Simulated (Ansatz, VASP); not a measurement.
# LiH: VASP beside Ansatz

File INCAR:

```
SYSTEM = LiH
ALGO = Normal
EDIFF = 1E-7
ENCUT = 520
GGA = PE
ISIF = 2
ISMEAR = 0
LASPH = .True.
LCHARG = .False.
LREAL = .False.
LWAVE = .False.
NBANDS = 9
NELM = 80
PREC = Accurate
SIGMA = 0.02
```

File KPOINTS:

```
k-points
0
Gamma
  10 10 10
  0 0 0
```

File POSCAR:

```
LiH
1.0
    0.0000000000      1.9625015658      1.9625015658
    1.9625015658      0.0000000000      1.9625015658
    1.9625015658      1.9625015658      0.0000000000
Li H
1 1
Direct
    0.0000000000      0.0000000000      0.0000000000
    0.5000000000      0.5000000000      0.5000000000
```

Input for Ansatz:

```yaml
crystal:
  lattice:
    - [0.0, 1.9625015658, 1.9625015658]
    - [1.9625015658, 0.0, 1.9625015658]
    - [1.9625015658, 1.9625015658, 0.0]
  atoms:
    - { symbol: Li, position: [0.0, 0.0, 0.0] }
    - { symbol: H, position: [0.5, 0.5, 0.5] }
basis:
  ecutwfc: 420
kpoints:
  mp_grid: { grid: [10, 10, 10] }
hamiltonian:
  xc: pbe
scf:
  occupations: { method: gaussian, width: 0.02 }
output:
  forces: true
  stress: true
  eigenvalues: true
```

Alike in both runs: task single point; functional PBE; k mesh 10 × 10 × 10; occupations gaussian, width 0.02 eV; no spin polarisation.

|  | VASP | Ansatz |
| --- | --- | --- |
| version | VASP 6.6.1 | Ansatz 0.2.0 |
| potentials or method | VASP PAW PBE potentials, release 64 (Li_sv, H), cutoff 520 eV | scalar-relativistic, plane waves, PAW |
| valence electrons in the cell | 4 | 4 |

```tsv
	VASP	Ansatz	Ansatz less VASP
gap on the k mesh at the Fermi level (eV)	2.93	2.93	+0.007
least direct gap on the mesh (eV)	2.93	2.93	+0.007
```

The functional is the same, so the differences come from potentials, cutoffs and numerics.

Noted on VASP's run: the cutoff is short for stress, so the pressure is rough.
